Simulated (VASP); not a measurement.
# CoO (R-3m) in VASP: a series of runs

CoO is run at these levels: PBEsol; tasks: single point, relaxation of cell and atoms.

All numbers are computed with VASP 6.6.1; they aren't measurements. Logs are shortened: lines on timing, memory, paths and dates and some standing lists are left out, and cuts for length are marked.

## (1) The cell of the first run

Symmetry: R-3m, No. 166, trigonal system. The conventional cell has a = 3.011 Å, b = 3.011 Å, c = 7.320 Å, α = 90.00°, β = 90.00°, γ = 120.00°. Co (site symmetry -3m) has 6 O at 2.12 Å within 2.8 Å. O (site symmetry -3m) has 6 Co at 2.12 Å within 2.8 Å.

## (2) Single point, PBEsol, collinear spin, ferromagnetic start

Contents of INCAR:

```
ALGO = Normal
EDIFF = 1E-6
ENCUT = 520
GGA = PS
ISIF = 2
ISMEAR = 0
ISPIN = 2
LASPH = True
LCHARG = False
LMAXMIX = 4
LORBIT = 11
LREAL = False
LWAVE = False
MAGMOM = 3 1
NBANDS = 18
NELM = 150
PREC = Accurate
SIGMA = 0.1
```

Contents of KPOINTS:

```
k-points
0
Gamma
  6 6 6
```

Contents of POSCAR:

```
CoO
1.0
    1.5054695445      0.8691832468      2.4399269062
   -1.5054695445      0.8691832468      2.4399269062
    0.0000000000     -1.7383664936      2.4399269062
Co O
1 1
Direct
    0.0000000000      0.0000000000      0.0000000000
    0.5000000000      0.5000000000      0.5000000000
```

Potentials or basis: VASP PAW PBE potentials, release 64 (Co, O).

Started as:

```bash
> cat potpaw_PBE.64/Co/POTCAR potpaw_PBE.64/O/POTCAR > POTCAR
> mpirun -np 1 vasp_std > vasp.out
```

OUTCAR:

```text
EDIFF = 1E-6
   ENCUT = 520
   GGA = PS
   ISIF = 2
   ISMEAR = 0
   ISPIN = 2
   LASPH = True
   LORBIT = 11
   LREAL = False
   NELM = 150
   PREC = Accurate

 ion  position               nearest neighbor table
   1  0.000  0.000  0.000-   2 2.12   2 2.12   2 2.12   2 2.12   2 2.12   2 2.12
   2  0.500  0.500  0.500-   1 2.12   1 2.12   1 2.12   1 2.12   1 2.12   1 2.12

  LATTYP: Found a trigonal (rhomboedric) cell.
 ALAT       =     2.9958573687
 COS(alpha) =     0.4949531368

  Lattice vectors:

 A1 = (   1.5054695445,   0.8691832468,   2.4399269062)
 A2 = (  -1.5054695445,   0.8691832468,   2.4399269062)
 A3 = (   0.0000000000,  -1.7383664936,   2.4399269062)

Analysis of symmetry for initial positions (statically):
=====================================================================
 Subroutine PRICEL returns:
 Original cell was already a primitive cell.

 Routine SETGRP: Setting up the symmetry group for a
 trigonal (rhombohedral) supercell.

 Subroutine GETGRP returns: Found 12 space group operations
 (whereof 12 operations were pure point group operations)
 out of a pool of 12 trial point group operations.

The static configuration has the point symmetry D_3d.

Analysis of symmetry for dynamics (positions and initial velocities):
=====================================================================
 Subroutine PRICEL returns:
 Original cell was already a primitive cell.

 Routine SETGRP: Setting up the symmetry group for a
 trigonal (rhombohedral) supercell.

 Subroutine GETGRP returns: Found 12 space group operations
 (whereof 12 operations were pure point group operations)
 out of a pool of 12 trial point group operations.

The dynamic configuration has the point symmetry D_3d.

Analysis of structural, dynamic, and magnetic symmetry:
=====================================================================
 Subroutine PRICEL returns:
 Original cell was already a primitive cell.

 Routine SETGRP: Setting up the symmetry group for a
 trigonal (rhombohedral) supercell.

 Subroutine GETGRP returns: Found 12 space group operations
 (whereof 12 operations were pure point group operations)
 out of a pool of 12 trial point group operations.

The overall configuration has the point symmetry D_3d.

 Subroutine INISYM returns: Found 12 space group operations
 (whereof 12 operations are pure point group operations),
 and found     1 'primitive' translations

----------------------------------------------------------------------------------------

                                     Primitive cell

  volume of cell :      19.1563

  direct lattice vectors                    reciprocal lattice vectors
     1.505469544  0.869183247  2.439926906     0.332122295  0.191750896  0.136616114
    -1.505469544  0.869183247  2.439926906    -0.332122295  0.191750896  0.136616114
     0.000000000 -1.738366494  2.439926906     0.000000000 -0.383501793  0.136616114

  length of vectors
     2.995857369  2.995857369  2.995857369     0.407108816  0.407108816  0.407108816

  position of ions in fractional coordinates (direct lattice)
     0.000000000  0.000000000  0.000000000
     0.500000000  0.500000000  0.500000000

  ion indices of the primitive-cell ions
   primitive index   ion index
                 1           1
                 2           2

----------------------------------------------------------------------------------------

 KPOINTS: k-points

Automatic generation of k-mesh.
 Grid dimensions read from file:
 generate k-points for:    6    6    6

 Generating k-lattice:

  Cartesian coordinates                     Fractional coordinates (reciprocal lattice)
     0.055353716  0.031958483  0.022769352     0.166666667  0.000000000  0.000000000
    -0.055353716  0.031958483  0.022769352     0.000000000  0.166666667  0.000000000
     0.000000000 -0.063916965  0.022769352     0.000000000  0.000000000  0.166666667

  Length of vectors
     0.067851469  0.067851469  0.067851469

  Shift w.r.t. Gamma in fractional coordinates (k-lattice)
     0.000000000  0.000000000  0.000000000

 Subroutine IBZKPT returns following result:
 ===========================================

 Found     32 irreducible k-points:

 Following reciprocal coordinates:
            Coordinates               Weight
  0.000000  0.000000  0.000000      1.000000
  0.166667  0.000000 -0.000000      6.000000
  0.333333  0.000000  0.000000      6.000000
  0.500000 -0.000000  0.000000      3.000000
  0.166667  0.166667 -0.000000      6.000000
  0.333333  0.166667  0.000000     12.000000
[... 16 lines left out ...]
  0.500000  0.500000  0.166667      6.000000
 -0.333333  0.500000  0.166667     12.000000
 [... further k-points ...]
   k-points           NKPTS =     32   k-points in BZ     NKDIM =     32   number of bands    NBANDS=     18
   number of dos      NEDOS =    301   number of ions     NIONS =      2
   total plane-waves  NPLWV =  13824
   dimension x,y,z NGX =    24 NGY =   24 NGZ =   24
   dimension x,y,z NGXF=    48 NGYF=   48 NGZF=   48
   ions per type =               1   1
   NGX,Y,Z   is equivalent  to a cutoff of  13.32, 13.32, 13.32 a.u.
   NGXF,Y,Z  is equivalent  to a cutoff of  26.64, 26.64, 26.64 a.u.
 SYSTEM =  unknown system
   PREC   = accura    normal or accurate (medium, high low for compatibility)
   ISTART =      0    job   : 0-new  1-cont  2-samecut
   ICHARG =      2    charge: 1-file 2-atom 10-const
   ISPIN  =      2    spin polarized calculation?
   LNONCOLLINEAR =      F non collinear calculations
   LSORBIT =      F    spin-orbit coupling
   LASPH  =      T    aspherical Exc in radial PAW
   ENCUT  =  520.0 eV  38.22 Ry    6.18 a.u.   5.57  5.57  5.57*2*pi/ulx,y,z
   NELM   =    150;   NELMIN=  2; NELMDL= -5     # of ELM steps
   EDIFF  = 0.1E-05   stopping-criterion for ELM
   LREAL  =      F    real-space projection
   EDIFFG = 0.1E-04   stopping-criterion for IOM
   NSW    =      0    number of steps for IOM
   IBRION =     -1    ionic relax: 0-MD 1-quasi-New 2-CG
   NFREE  =      0    steps in history (QN), initial steepest desc. (CG)
   ISIF   =      2    stress and relaxation
   ISYM   =      2    0-nonsym 1-usesym 2-fastsym
   POTIM  = 0.5000    time-step for ionic-motion
   TEBEG  =    0.0;   TEEND  =   0.0 temperature during run
   PSTRESS=    0.0 pullay stress
   NELECT =      15.0000    total number of electrons
   NUPDOWN=      -1.0000    fix difference up-down
   EMIN   =  10.00;   EMAX   =-10.00  energy-range for DOS
   EFERMI =   0.00;   METHOD = LEGACY
   ISMEAR =     0;   SIGMA  =   0.10  broadening in eV -4-tet -1-fermi 0-gaus
   EFERMI_NEDOS =   21; number of points for ismear=-14 and -15
   IALGO  =     38    algorithm
   IMIX   =      4    mixing-type and parameters
     AMIX     =   0.40;   BMIX     =  1.00
     AMIX_MAG =   1.60;   BMIX_MAG =  1.00
  volume/ion in A,a.u.               =       9.58        64.64
  Fermi-wavevector in a.u.,A,eV,Ry     =   1.508927  2.851458 30.978555  2.276860
  Thomas-Fermi vector in A             =   2.619316
   LORBIT       =     11    0 simple, 1 ext, 2 COOP (PROOUT), +10 PAW based schemes
   GGA     = PS    functional components
   LHFCALC =     F    Hartree Fock is set to
   AEXX    =    0.0000 exact exchange contribution
   IVDW    =     0    specifies the selected vdW correction
   LEPSILON=     F    determine dielectric tensor
   LRPA    =     F    only Hartree local field effects (RPA)
 spin polarized calculation
 Gauss-broadening in eV      SIGMA  =   0.10
  energy-cutoff  :      520.00
  volume of cell :       19.16
 maximum number of plane-waves:       531
 NGX is ok and might be reduce to    24
   NGX = 11   NGY = 11   NGZ = 11

 number of electron      15.0000005 magnetization       2.7662016

 Free energy of the ion-electron system (eV)
  ---------------------------------------------------
  ext. energy  EPLUGINS =         0.00000000
  ---------------------------------------------------
  free energy    TOTEN  =       -13.97373594 eV

  energy without entropy =      -13.95317916  energy(sigma->0) =      -13.96345755

 E-fermi :   7.9534     XC(G=0): -12.7134

 val. band max:        7.9349990637   @ k =  -0.1667   0.3333   0.1667
 cond. band min:       7.9680226677   @ k =   0.5000   0.3333   0.1667
 fundamental gap:      0.0330236041
 Fermi energy:         7.9534455658

 spin component 1

 k-point     1 :       0.0000    0.0000    0.0000
  band No.  band energies     occupation
      1     -12.3836      1.00000
      2       4.6429      1.00000
      3       4.6429      1.00000
      4       4.6913      1.00000
      5       4.7502      1.00000
      6       4.7502      1.00000
[... 10 lines left out ...]
     17      29.4911      0.00000
     18      32.7851      0.00000

 k-point     2 :       0.1667    0.0000   -0.0000
  band No.  band energies     occupation
      1     -12.1011      1.00000
      2       2.7306      1.00000
      3       3.2181      1.00000
      4       3.2564      1.00000
      5       5.0424      1.00000
      6       5.0650      1.00000
[... 10 lines left out ...]
     17      32.4832      0.00000
     18      35.9472      0.00000

 k-point     3 :       0.3333    0.0000    0.0000
  band No.  band energies     occupation
      1     -11.4680      1.00000
      2       0.5213      1.00000
      3       2.1922      1.00000
      4       2.2360      1.00000
      5       5.4226      1.00000
      6       5.4490      1.00000
[... 10 lines left out ...]
     17      34.7029      0.00000
     18      37.2776      0.00000

 k-point     4 :       0.5000   -0.0000    0.0000
  band No.  band energies     occupation
      1     -11.1050      1.00000
      2      -0.4138      1.00000
      3       1.8275      1.00000
      4       1.8731      1.00000
      5       5.6231      1.00000
      6       5.6510      1.00000
[... 375 lines left out ...]
      4       2.3348      1.00000
      5       5.2089      1.00000
      6       5.4415      1.00000
[... 10 lines left out ...]
     17      36.3102      0.00000
     18      38.0657      0.00000

 k-point    23 :       0.5000    0.5000    0.1667
  band No.  band energies     occupation
      1     -11.0910      1.00000
      2       0.8663      1.00000
      3       2.2756      1.00000
      4       2.7622      1.00000
      5       4.7047      1.00000
      6       5.7371      1.00000
[... 10 lines left out ...]
     17      37.5978      0.00000
     18      38.4177      0.00000

 k-point    24 :      -0.3333    0.5000    0.1667
  band No.  band energies     occupation
      1     -11.0059      1.00000
      2       1.2126      1.00000
      3       2.0629      1.00000
      4       2.1569      1.00000
      5       5.2236      1.00000
      6       5.4995      1.00000
[... 10 lines left out ...]
     17      38.3066      0.00000
     18      39.1759      0.00000

 [... further k-points ...]

 spin component 2

 k-point     1 :       0.0000    0.0000    0.0000
  band No.  band energies     occupation
      1     -11.9155      1.00000
      2       5.1684      1.00000
      3       5.1684      1.00000
      4       5.2223      1.00000
      5       6.8094      1.00000
      6       6.8094      1.00000
[... 10 lines left out ...]
     17      30.4004      0.00000
     18      33.5728      0.00000

 k-point     2 :       0.1667    0.0000   -0.0000
  band No.  band energies     occupation
      1     -11.6267      1.00000
      2       3.3661      1.00000
      3       4.3838      1.00000
      4       4.4306      1.00000
      5       7.0882      1.00000
      6       7.1109      1.00000
[... 10 lines left out ...]
     17      33.0703      0.00000
     18      36.7906      0.00000

 k-point     3 :       0.3333    0.0000    0.0000
  band No.  band energies     occupation
      1     -10.9778      1.00000
      2       1.0840      1.00000
      3       3.4347      1.00000
      4       3.4826      1.00000
      5       7.5577      1.00000
      6       7.5797      1.00000
[... 10 lines left out ...]
     17      35.0885      0.00000
     18      37.8634      0.00000

 k-point     4 :       0.5000   -0.0000    0.0000
  band No.  band energies     occupation
      1     -10.6044      1.00000
      2       0.1189      1.00000
      3       3.0762      1.00000
      4       3.1247      1.00000
      5       7.8003      0.98483
      6       7.8222      0.96832
[... 375 lines left out ...]
      4       3.2910      1.00000
      5       7.0268      1.00000
      6       7.9350      0.60290
[... 10 lines left out ...]
     17      36.8652      0.00000
     18      38.7415      0.00000

 k-point    23 :       0.5000    0.5000    0.1667
  band No.  band energies     occupation
      1     -10.5619      1.00000
      2       1.3684      1.00000
      3       2.9828      1.00000
      4       3.6318      1.00000
      5       6.4308      1.00000
      6       8.0324      0.13223
[... 10 lines left out ...]
     17      38.1054      0.00000
     18      39.0532      0.00000

 k-point    24 :      -0.3333    0.5000    0.1667
  band No.  band energies     occupation
      1     -10.4711      1.00000
      2       1.6746      1.00000
      3       2.7540      1.00000
      4       2.9671      1.00000
      5       6.9090      1.00000
      6       7.9099      0.73091
[... 10 lines left out ...]
     17      39.0218      0.00000
     18      39.2981      0.00000

 [... further k-points ...]
[... 5 lines left out ...]
  --------------------------------------------------------------------------------------
  -------------------------------------------------------------------------------------
  Total       -1.3555851     -1.3555851     -1.4032924      0.0000000      0.0000000      0.0000000
  in kB     -113.3772662   -113.3772662   -117.3673722      0.0000000      0.0000000      0.0000000
  external PRESSURE =    -114.7073015 kB  Pullay stress =       0.0000000 kB

 VOLUME and BASIS-vectors are now :
 -----------------------------------------------------------------------------
  energy-cutoff  :      520.00
  volume of cell :       19.16
      direct lattice vectors                 reciprocal lattice vectors
     1.505469544  0.869183247  2.439926906     0.332122295  0.191750896  0.136616114
    -1.505469544  0.869183247  2.439926906    -0.332122295  0.191750896  0.136616114
     0.000000000 -1.738366494  2.439926906     0.000000000 -0.383501793  0.136616114

 POSITION                                       TOTAL-FORCE (eV/Angst)
 -----------------------------------------------------------------------------------
      0.00000      0.00000      0.00000        -0.000000     -0.000000      0.000000
      0.00000      0.00000      3.65989         0.000000      0.000000     -0.000000
 -----------------------------------------------------------------------------------
    total drift:                               -0.000000      0.000000     -0.000000

  FREE ENERGIE OF THE ION-ELECTRON SYSTEM (eV)
  ---------------------------------------------------
  free  energy   TOTEN  =       -13.9737359395 eV

  energy  without entropy=      -13.9531791642  energy(sigma->0) =      -13.96345755

 total charge

# of ion       s       p       d       tot
------------------------------------------
    1        0.298   0.365   7.164   7.827
    2        1.552   3.395   0.000   4.947
--------------------------------------------------
tot          1.850   3.760   7.164  12.774

 magnetization (x)

# of ion       s       p       d       tot
------------------------------------------
    1        0.020   0.018   2.411   2.449
    2        0.029   0.240   0.000   0.269
--------------------------------------------------
tot          0.049   0.258   2.411   2.718
```

Wall time 50 s (1 thread of AMD EPYC 7R13, shared host); peak memory 0.13 GiB.

Results:

* Free energy: -13.9737 eV
* Pressure: -11.5 GPa
* Net moment: 2.77 μB per cell
* Site moments: Co +2.45; O +0.27 μB
* Valence electrons inside the program's atomic spheres: Co 7.83; O 4.95

Levels at points of the mesh, in eV from the Fermi level:
Spin up:
```tsv
k point	band 5	band 6	band 7	band 8	band 9	band 10	band 11	band 12	band 13	band 14
(0.00, 0.00, 0.00)	-3.20	-3.20	-3.08	-3.08	-3.05	0.88	16.59	17.92	17.92	18.13
(0.50, 0.00, 0.00)	-2.33	-2.30	-1.79	0.12	0.13	4.88	9.23	13.27	13.37	20.40
(0.50, 0.50, 0.00)	-3.97	-2.84	-2.31	-2.03	-2.02	5.76	9.66	11.52	15.59	15.70
(0.50, 0.50, 0.50)	-2.31	-2.31	-1.76	0.14	0.14	4.82	9.34	13.17	13.17	20.28
```
Spin down:
```tsv
k point	band 4	band 5	band 6	band 7	band 8	band 9
(0.00, 0.00, 0.00)	-2.73	-1.14	-1.14	-1.11	-0.18	-0.18
(0.50, 0.00, 0.00)	-4.83	-0.15	-0.13	0.16	2.50	2.52
(0.50, 0.50, 0.00)	-4.00	-2.31	0.14	0.14	0.30	0.78
(0.50, 0.50, 0.50)	-4.90	-0.12	-0.12	0.18	2.53	2.53
```

Caveat: the k points lie up to 0.43 Å⁻¹ apart; the PAW data sets were made with another functional, which shifts forces and pressure a little; a cell with one magnetic atom can't hold antiferromagnetic order, which such compounds often take; semilocal functionals often make such compounds metallic where correlation or magnetic order opens a gap, which also shifts bond lengths.

(Part 1 of 2 ends here.)
